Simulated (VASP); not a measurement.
Write the native input for VASP 6.6.1 that does the following.

```yaml
Task: single point
Functional: LDA
Potentials_or_basis: VASP PAW LDA potentials, release 64 (Mg, Zr_sv, Nb_sv)
Cutoff: 520 eV
k_mesh: 4 × 4 × 4
Occupations: gaussian, width 0.1 eV
Spin: no spin polarisation
Dipole_correction: no
Further_INCAR_settings: ALGO = Normal; EDIFF = 1e-07; NBANDS = 28
```

The structure of Mg6ZrNb lies in POSCAR:

```
Mg6ZrNb
1.0
    4.9831430000      0.0000000000      0.0000000000
    0.0000000000      3.0872980000      5.6443160000
    0.0000000000     -3.0872980000      5.6443160000
Mg Zr Nb
6 1 1
Direct
    0.0000000000      0.3293170000      0.8157870000
    0.0000000000      0.8157870000      0.3293170000
    0.0000000000      0.3278270000      0.3278270000
    0.5000000000      0.1727760000      0.6818280000
    0.5000000000      0.6818280000      0.1727760000
    0.5000000000      0.1732160000      0.1732160000
    0.0000000000      0.8016010000      0.8016010000
    0.5000000000      0.6976490000      0.6976490000
```

These files were run (other wordings do the same):

INCAR

```
SYSTEM = Mg6ZrNb
ALGO     = Normal         ! electronic algorithm
EDIFF    = 1E-7           ! SCF threshold, eV
ENCUT    = 520            ! plane-wave cutoff, eV
ISIF     = 2              ! what is computed and relaxed
ISMEAR   = 0              ! smearing method
LASPH    = .TRUE.         ! aspherical terms in the spheres
LCHARG   = .TRUE.         ! write CHGCAR
LELF     = .TRUE.         ! ELF
LREAL    = .FALSE.        ! projectors in reciprocal space
LVHAR    = .TRUE.       
LWAVE    = .FALSE.        ! write WAVECAR
NBANDS   = 28             ! bands
NELM     = 100            ! most SCF steps
PREC     = Accurate       ! precision mode
SIGMA    = 0.1            ! smearing width, eV
```

KPOINTS

```
k-points
0
G
  4 4 4
  0 0 0
```

Potentials or basis: VASP PAW LDA potentials, release 64 (Mg, Zr_sv, Nb_sv).

Launch:

```sh
$ cat potpaw_LDA.64/Mg/POTCAR potpaw_LDA.64/Zr_sv/POTCAR potpaw_LDA.64/Nb_sv/POTCAR > POTCAR
$ mpirun -np 1 vasp_std > vasp.out
```

It gave:

The pressure is -4.2 GPa, the largest force is 0.242 eV/Å and the band gap on the k mesh is zero (an odd number of electrons rules out a gap without spin polarisation).

Caveat: the cell stands under tension.

Run time: 3.4 min on 1 thread of Intel Xeon 8259CL (shared host), peak memory 0.3 GiB.
